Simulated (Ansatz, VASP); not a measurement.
One calculation of Fe, two programs

```
Fe
1.0
     0.00000    1.79995    1.79995
     1.79995    0.00000    1.79995
     1.79995    1.79995    0.00000
Fe
1
Direct
  0.00000 0.00000 0.00000
```

Alike in both runs: functional PBEsol; k mesh 8 × 8 × 8; occupations gaussian, width 0.1 eV; collinear spin.

Ansatz relaxed the structure, and its values are those at the end. VASP's run is a single point on that final structure, the one shown.

```csv
,VASP,Ansatz
version,VASP 6.6.1,Ansatz 0.2.0
potentials or method,"VASP PAW PBE potentials, release 64 (Fe), cutoff 520 eV","scalar-relativistic, plane waves, PAW"
valence electrons in the cell,8,16
```

|  | VASP | Ansatz | Ansatz less VASP |
| --- | --- | --- | --- |
| gap on the k mesh at the Fermi level (eV) | none | none | - |
| pressure (GPa) | 0.1 | 0.1 | +0.03 |
| net moment per atom (μB) | 2.69 | 2.69 | -0.003 |
| size of the moment on the site where the two differ most (μB) | 2.66 | 2.70 | +0.035 |

VASP's potentials were made for PBE, not for PBEsol. Site moments also hang on the region over which each program counts them. A gap of «none» marks a metal or a gap that the smearing closes. With one functional, cell and mesh, what is left measures potentials, basis and numerics. VASP's potentials hold 8 valence electrons a cell and Ansatz's 16, so a difference there can come from the potentials and not from the codes.

The k mesh is coarse, so the values compare programs but aren't converged.
